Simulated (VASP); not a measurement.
Mg2Si3N:

```
Mg Si N
1.0
     2.80209   -4.84795    0.00000
     2.80209    4.84795    0.00000
    -0.02120    0.00000    3.19716
Mg Si N
2 3 1
Cartesian
  2.8021 -1.6289 0.0000
  2.8021 1.6289 0.0000
  1.3904 2.4240 1.5986
  1.3904 -2.4240 1.5986
  2.7915 0.0000 1.5986
  0.0000 0.0000 0.0000
```

The cell was built from a structure type or drawn by symmetry, and may not be a known phase.

* Program: VASP 6.6.1
* Task: relaxation of cell and atoms
* Functional: PBE
* Potentials or basis: VASP PAW PBE potentials, release 64 (Mg, Si, N)
* Cutoff: 600 eV
* k mesh: 4 × 4 × 5
* Occupations: gaussian, width 0.2 eV
* Spin: no spin polarisation

At the start: pressure 37.1 GPa; volume 14.48 Å³/atom.

Task: Where does the relaxation end?

Result: Over 11 steps the energy falls by 1351.7 meV/atom and the volume is 16.73 Å³/atom (+15.5 %); space group P6/mmm (No. 191, to 0.1 Å) before, Cmmm (No. 65, to 0.1 Å).

Step by step:
```csv
step,energy change (eV),largest force (eV/Å),pressure (GPa),volume (Å³)
1,0.0000,0.1232,37.11,86.86
2,-4.5100,0.0182,-4.88,135.33
3,-4.5510,0.0150,-2.99,129.33
4,-4.5493,0.0161,-3.53,130.92
5,-5.6199,0.0347,-5.80,126.99
6,-7.9177,0.1845,-5.81,109.84
7,-7.9767,0.2254,-4.29,107.08
8,-7.9626,0.2047,-5.01,108.30
9,-7.9848,0.0142,5.71,94.08
10,-8.0952,0.1174,-0.11,100.51
11,-8.1102,0.0288,-0.05,100.36
```

Final structure:
```
CELL_PARAMETERS angstrom
2.43680 -4.15042 0.00862
2.43680 4.15042 0.00862
-0.01202 0.00000 4.96152
ATOMIC_POSITIONS crystal
Mg 0.66951 0.33049 0.00000
Mg 0.33049 0.66951 0.00000
Si 0.00000 0.50000 0.50000
Si 0.50000 0.00000 0.50000
Si 0.50000 0.50000 0.50000
N 0.00000 0.00000 0.00000
```

Caveat: the k points lie up to 0.37 Å⁻¹ apart in the final cell, too coarse for converged energies and pressures of a metal; the volume moved by over 15 % at a fixed basis, so the end points are rough.
